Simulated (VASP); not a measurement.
# AlN (P6_3/mmc) in VASP: single point with PBE

Aim: the single point of AlN with PBE.

Everything below comes from runs of VASP 6.6.1. Logs are shortened: lines on timing, memory, paths and dates and some standing lists are left out, and cuts for length are marked.

## (1) The cell of the first run

Symmetry: P6_3/mmc, No. 194, hexagonal system. The conventional cell has a = 3.313 Å, b = 3.313 Å, c = 4.187 Å, α = 90.00°, β = 90.00°, γ = 120.00°. Within 2.5 Å of Al (site symmetry -6m2) lie 5 N at 1.91 to 2.09 Å. Within 2.5 Å of N (site symmetry -6m2) lie 5 Al at 1.91 to 2.09 Å.

## (2) Single point, PBE

File INCAR:

```
PREC     = Accurate       # precision mode
ENCUT    = 520            # plane-wave cutoff, eV
EDIFF    = 1E-7           # SCF threshold, eV
ISMEAR   = 0              # smearing method
SIGMA    = 0.05           # smearing width, eV
LREAL    = False          # projectors in reciprocal space
LASPH    = True           # aspherical terms in the spheres
NELM     = 60             # most SCF steps
ALGO     = Normal         # electronic algorithm
ISIF     = 2              # what is computed and relaxed
LWAVE    = False          # write WAVECAR
LCHARG   = False          # write CHGCAR
GGA      = PE             # functional
NBANDS   = 26             # bands
```

File KPOINTS:

```
Automatic mesh
0
Gamma
  8 6 4
```

File POSCAR:

```
AlN
1.0
   -1.6567491617      2.8695737234      0.0000000000
    0.0000000000      0.0000000000      4.1874629526
    4.9702474850      2.8695737234      0.0000000000
Al N
4 4
Direct
    0.5000000000      0.7500000000      0.1666666667
    0.0000000000      0.7500000000      0.6666666667
    0.0000000000      0.2500000000      0.3333333333
    0.5000000000      0.2500000000      0.8333333333
    0.5000000000      0.2500000000      0.1666666667
    0.0000000000      0.2500000000      0.6666666667
    0.0000000000      0.7500000000      0.3333333333
    0.5000000000      0.7500000000      0.8333333333
```

Potentials or basis: VASP PAW PBE potentials, release 64 (Al, N).

Started as:

```sh
$ cat potpaw_PBE.64/Al/POTCAR potpaw_PBE.64/N/POTCAR > POTCAR
$ mpirun -np 1 vasp_std > vasp.out
```

OUTCAR:

```text
PREC = Accurate
   ENCUT = 520
   EDIFF = 1E-7
   ISMEAR = 0
   LREAL = False
   LASPH = True
   NELM = 60
   ISIF = 2
   GGA = PE

 ion  position               nearest neighbor table
   1  0.500  0.750  0.167-   7 1.91   7 1.91   8 1.91   5 2.09   5 2.09   3 2.84   3 2.84   3 2.84
                             3 2.84   4 2.84   4 2.84   2 3.31   2 3.31   2 3.31   2 3.31
   2  0.000  0.750  0.667-   8 1.91   8 1.91   7 1.91   6 2.09   6 2.09   4 2.84   4 2.84   4 2.84
                             4 2.84   3 2.84   3 2.84   1 3.31   1 3.31   1 3.31   1 3.31
   3  0.000  0.250  0.333-   5 1.91   5 1.91   6 1.91   7 2.09   7 2.09   1 2.84   1 2.84   1 2.84
                             1 2.84   2 2.84   2 2.84   4 3.31   4 3.31   4 3.31   4 3.31
   4  0.500  0.250  0.833-   6 1.91   6 1.91   5 1.91   8 2.09   8 2.09   2 2.84   2 2.84   2 2.84
                             2 2.84   1 2.84   1 2.84   3 3.31   3 3.31   3 3.31   3 3.31
   5  0.500  0.250  0.167-   3 1.91   3 1.91   4 1.91   1 2.09   1 2.09
   6  0.000  0.250  0.667-   4 1.91   4 1.91   3 1.91   2 2.09   2 2.09
   7  0.000  0.750  0.333-   1 1.91   1 1.91   2 1.91   3 2.09   3 2.09
   8  0.500  0.750  0.833-   2 1.91   2 1.91   1 1.91   4 2.09   4 2.09

  LATTYP: Found a simple orthorhombic cell.
 ALAT       =     3.3134983233
 B/A-ratio  =     1.2637588868
 C/A-ratio  =     1.7320508076

  Lattice vectors:

 A1 = (  -1.6567491617,   2.8695737234,   0.0000000000)
 A2 = (   0.0000000000,   0.0000000000,   4.1874629526)
 A3 = (   4.9702474850,   2.8695737234,   0.0000000000)

Analysis of symmetry for initial positions (statically):
=====================================================================
 Subroutine PRICEL returns following result:

  LATTYP: Found a hexagonal cell.
 ALAT       =     3.3134983233
 C/A-ratio  =     1.2637588868

  Lattice vectors:

 A1 = (   1.6567491616,   2.8695737234,   0.0000000000)
 A2 = (  -3.3134983234,   0.0000000000,   0.0000000000)
 A3 = (   0.0000000000,   0.0000000000,   4.1874629526)

   2 primitive cells build up your supercell.

 Routine SETGRP: Setting up the symmetry group for a
 simple orthorhombic supercell.

 Subroutine GETGRP returns: Found  8 space group operations
 (whereof  4 operations were pure point group operations)
 out of a pool of  8 trial point group operations.

The static configuration has the point symmetry C_2h.
 The point group associated with its full space group is D_2h.

Analysis of symmetry for dynamics (positions and initial velocities):
=====================================================================
 Subroutine PRICEL returns following result:

  LATTYP: Found a hexagonal cell.
 ALAT       =     3.3134983233
 C/A-ratio  =     1.2637588868

  Lattice vectors:

 A1 = (   1.6567491616,   2.8695737234,   0.0000000000)
 A2 = (  -3.3134983234,   0.0000000000,   0.0000000000)
 A3 = (   0.0000000000,   0.0000000000,   4.1874629526)

   2 primitive cells build up your supercell.

 Routine SETGRP: Setting up the symmetry group for a
 simple orthorhombic supercell.

 Subroutine GETGRP returns: Found  8 space group operations
 (whereof  4 operations were pure point group operations)
 out of a pool of  8 trial point group operations.

The dynamic configuration has the point symmetry C_2h.
 The point group associated with its full space group is D_2h.

 Subroutine INISYM returns: Found  8 space group operations
 (whereof  4 operations are pure point group operations),
 and found     2 'primitive' translations

----------------------------------------------------------------------------------------

                                     Primitive cell

  volume of cell :      39.8158

  direct lattice vectors                    reciprocal lattice vectors
     1.656749162  2.869573723  0.000000000     0.000000000  0.348483816  0.000000000
    -3.313498323  0.000000000  0.000000000    -0.301795837  0.174241908  0.000000000
     0.000000000  0.000000000  4.187462953     0.000000000  0.000000000  0.238808083

  length of vectors
     3.313498323  3.313498323  4.187462953     0.348483816  0.348483816  0.238808083

  position of ions in fractional coordinates (direct lattice)
     0.666666667  0.333333333  0.750000000
     0.333333333  0.666666667  0.250000000
     0.666666667  0.333333333  0.250000000
     0.333333333  0.666666667  0.750000000

  ion indices of the primitive-cell ions
   primitive index   ion index
                 1           1
                 2           4
                 3           5
                 4           8

----------------------------------------------------------------------------------------

 KPOINTS: Automatic mesh

Automatic generation of k-mesh.
 Grid dimensions read from file:
 generate k-points for:    8    6    4

 Generating k-lattice:

  Cartesian coordinates                     Fractional coordinates (reciprocal lattice)
    -0.018862240  0.032670358  0.000000000     0.125000000  0.000000000  0.000000000
     0.000000000  0.000000000  0.039801347     0.000000000  0.166666667  0.000000000
     0.037724480  0.021780238  0.000000000     0.000000000  0.000000000  0.250000000

  Length of vectors
     0.037724480  0.039801347  0.043560477

  Shift w.r.t. Gamma in fractional coordinates (k-lattice)
     0.000000000  0.000000000  0.000000000

 Subroutine IBZKPT returns following result:
 ===========================================

 Found     60 irreducible k-points:

 Following reciprocal coordinates:
            Coordinates               Weight
  0.000000  0.000000  0.000000      1.000000
  0.125000  0.000000 -0.000000      2.000000
  0.250000  0.000000 -0.000000      2.000000
  0.375000  0.000000 -0.000000      2.000000
  0.500000  0.000000 -0.000000      1.000000
  0.000000  0.166667  0.000000      2.000000
[... 16 lines left out ...]
  0.250000  0.000000  0.250000      4.000000
  0.375000  0.000000  0.250000      4.000000
 [... further k-points ...]
   k-points           NKPTS =     60   k-points in BZ     NKDIM =     60   number of bands    NBANDS=     26
   number of dos      NEDOS =    301   number of ions     NIONS =      8
   total plane-waves  NPLWV =  43008
   dimension x,y,z NGX =    28 NGY =   32 NGZ =   48
   dimension x,y,z NGXF=    56 NGYF=   64 NGZF=   96
   ions per type =               4   4
   NGX,Y,Z   is equivalent  to a cutoff of  14.05, 12.70, 13.90 a.u.
   NGXF,Y,Z  is equivalent  to a cutoff of  28.10, 25.41, 27.81 a.u.
 SYSTEM =  unknown system
   PREC   = accura    normal or accurate (medium, high low for compatibility)
   ISTART =      0    job   : 0-new  1-cont  2-samecut
   ICHARG =      2    charge: 1-file 2-atom 10-const
   ISPIN  =      1    spin polarized calculation?
   LNONCOLLINEAR =      F non collinear calculations
   LSORBIT =      F    spin-orbit coupling
   LASPH  =      T    aspherical Exc in radial PAW
   ENCUT  =  520.0 eV  38.22 Ry    6.18 a.u.   6.16  7.79 10.67*2*pi/ulx,y,z
   NELM   =     60;   NELMIN=  2; NELMDL= -5     # of ELM steps
   EDIFF  = 0.1E-06   stopping-criterion for ELM
   LREAL  =      F    real-space projection
   EDIFFG = 0.1E-05   stopping-criterion for IOM
   NSW    =      0    number of steps for IOM
   IBRION =     -1    ionic relax: 0-MD 1-quasi-New 2-CG
   NFREE  =      0    steps in history (QN), initial steepest desc. (CG)
   ISIF   =      2    stress and relaxation
   ISYM   =      2    0-nonsym 1-usesym 2-fastsym
   POTIM  = 0.5000    time-step for ionic-motion
   TEBEG  =    0.0;   TEEND  =   0.0 temperature during run
   PSTRESS=    0.0 pullay stress
   NELECT =      32.0000    total number of electrons
   NUPDOWN=      -1.0000    fix difference up-down
   EMIN   =  10.00;   EMAX   =-10.00  energy-range for DOS
   EFERMI =   0.00;   METHOD = LEGACY
   ISMEAR =     0;   SIGMA  =   0.05  broadening in eV -4-tet -1-fermi 0-gaus
   EFERMI_NEDOS =   21; number of points for ismear=-14 and -15
   IALGO  =     38    algorithm
   IMIX   =      4    mixing-type and parameters
     AMIX     =   0.40;   BMIX     =  1.00
     AMIX_MAG =   1.60;   BMIX_MAG =  1.00
  volume/ion in A,a.u.               =       9.95        67.17
  Fermi-wavevector in a.u.,A,eV,Ry     =   1.208082  2.282944 19.857191  1.459462
  Thomas-Fermi vector in A             =   2.343701
   LORBIT       =      0    0 simple, 1 ext, 2 COOP (PROOUT), +10 PAW based schemes
   GGA     = PE    functional components
   LHFCALC =     F    Hartree Fock is set to
   AEXX    =    0.0000 exact exchange contribution
   IVDW    =     0    specifies the selected vdW correction
   LEPSILON=     F    determine dielectric tensor
   LRPA    =     F    only Hartree local field effects (RPA)
 non-spin polarized calculation
 Gauss-broadening in eV      SIGMA  =   0.05
  energy-cutoff  :      520.00
  volume of cell :       79.63
 maximum number of plane-waves:      2174
 NGX is ok and might be reduce to    28
   NGX = 13   NGY = 15   NGZ = 21

 number of electron      31.9999993 magnetization

 Free energy of the ion-electron system (eV)
  ---------------------------------------------------
  ext. energy  EPLUGINS =         0.00000000
  ---------------------------------------------------
  free energy    TOTEN  =       -58.63789822 eV

  energy without entropy =      -58.63789822  energy(sigma->0) =      -58.63789822

 E-fermi :   8.1405     XC(G=0): -11.1573

 val. band max:        7.9389232587   @ k =   0.0000   0.0000   0.0000
 cond. band min:      11.2027885454   @ k =   0.0000   0.0000   0.0000
 fundamental gap:      3.2638652868
 Fermi energy:         8.1405051634

 k-point     1 :       0.0000    0.0000    0.0000
  band No.  band energies     occupation
      1      -8.8366      2.00000
      2      -6.9900      2.00000
      3      -5.8400      2.00000
      4      -5.2180      2.00000
      5       1.0841      2.00000
      6       1.4872      2.00000
[... 18 lines left out ...]
     25      17.2656      0.00000
     26      19.1052      0.00000
[... 644 lines left out ...]
      4      -5.4598      2.00000
      5       1.4327      2.00000
      6       2.0373      2.00000
[... 18 lines left out ...]
     25      17.8490      0.00000
     26      18.1554      0.00000

 [... further k-points ...]

------------------------ aborting loop because EDIFF is reached ----------------------------------------

  FORCE on cell =-STRESS in cart. coord.  units (eV):
  Direction    XX          YY          ZZ          XY          YZ          ZX
  --------------------------------------------------------------------------------------
  -------------------------------------------------------------------------------------
  Total       -0.1155228     -0.1156527     -0.0534314      0.0001125     -0.0000000      0.0000000
  in kB       -2.3243054     -2.3269179     -1.0750327      0.0022626     -0.0000000      0.0000000
  external PRESSURE =      -1.9087520 kB  Pullay stress =       0.0000000 kB

 VOLUME and BASIS-vectors are now :
 -----------------------------------------------------------------------------
  energy-cutoff  :      520.00
  volume of cell :       79.63
      direct lattice vectors                 reciprocal lattice vectors
    -1.656749162  2.869573723  0.000000000    -0.150897919  0.261362862  0.000000000
     0.000000000  0.000000000  4.187462953     0.000000000  0.000000000  0.238808083
     4.970247485  2.869573723  0.000000000     0.150897919  0.087120954  0.000000000

 POSITION                                       TOTAL-FORCE (eV/Angst)
 -----------------------------------------------------------------------------------
      0.00000      1.91305      3.14060        -0.000009     -0.000005      0.000000
      3.31350      1.91305      3.14060        -0.000009     -0.000005      0.000000
      1.65675      0.95652      1.04687         0.000009      0.000005     -0.000000
      3.31350      3.82610      1.04687         0.000009      0.000005     -0.000000
      0.00000      1.91305      1.04687         0.000006      0.000004      0.000000
      3.31350      1.91305      1.04687         0.000006      0.000004      0.000000
      1.65675      0.95652      3.14060        -0.000006     -0.000004      0.000000
      3.31350      3.82610      3.14060        -0.000006     -0.000004     -0.000000
 -----------------------------------------------------------------------------------
    total drift:                                0.000000      0.000000      0.000000

  FREE ENERGIE OF THE ION-ELECTRON SYSTEM (eV)
  ---------------------------------------------------
  free  energy   TOTEN  =       -58.6378982215 eV

  energy  without entropy=      -58.6378982215  energy(sigma->0) =      -58.63789822
```

Run time: 67 s. Hardware: 1 thread of AMD EPYC 9R45 (Zen 5), shared host; peak memory 0.21 GiB.

What came out:

```yaml
Free_energy: -58.6379 eV
Pressure: -0.2 GPa
Band_gap_on_the_k_mesh: 3.26 eV
```
